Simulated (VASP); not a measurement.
Runs of VASP 6.6.1 on BaLi7F9. The cell holds an amorphous packing of atoms, 17 atoms: a = 5.603 Å, b = 5.754 Å, c = 5.541 Å, α = 91.46°, β = 90.77°, γ = 89.43°. 

| potentials or basis | cutoff (eV) | smearing | second run | gap on the mesh (eV) | largest force (eV/Å) |
| --- | --- | --- | --- | --- | --- |
| VASP PAW PBE potentials, release 64 (Ba_sv, F, Li_sv) | 520 | fermi-dirac 0.05 eV | - | (a) | 1.03 |
| VASP PAW PBE potentials, release 64 (Ba_sv, F, Li_sv) | 520 | fermi-dirac 0.1637 eV | - | 5.20 | 4.22 |
| VASP PAW PBE potentials, release 64 (Ba_sv, F, Li_sv) | 520 | fermi-dirac 0.1181 eV | - | (b) | 3.99 |
| VASP PAW PBE potentials, release 64 (Ba_sv, F_h, Li_sv) | 910 | fermi-dirac 0.0655 eV | hard_potentials | 6.66 | (c) |

Alike in all rows: task single point; level PBE; no spin polarisation; cell as given; k mesh 1 × 1 × 1.

Problem. Fill in the values left out.

Solution. (a) 7.28; (b) 6.05; (c) 2.84.

Caveats: all runs use coarse meshes; spin-orbit coupling is left out, which moves the levels of the heavy elements.

A k mesh can miss the band edges, and the runs leave out spin-orbit coupling on Ba.
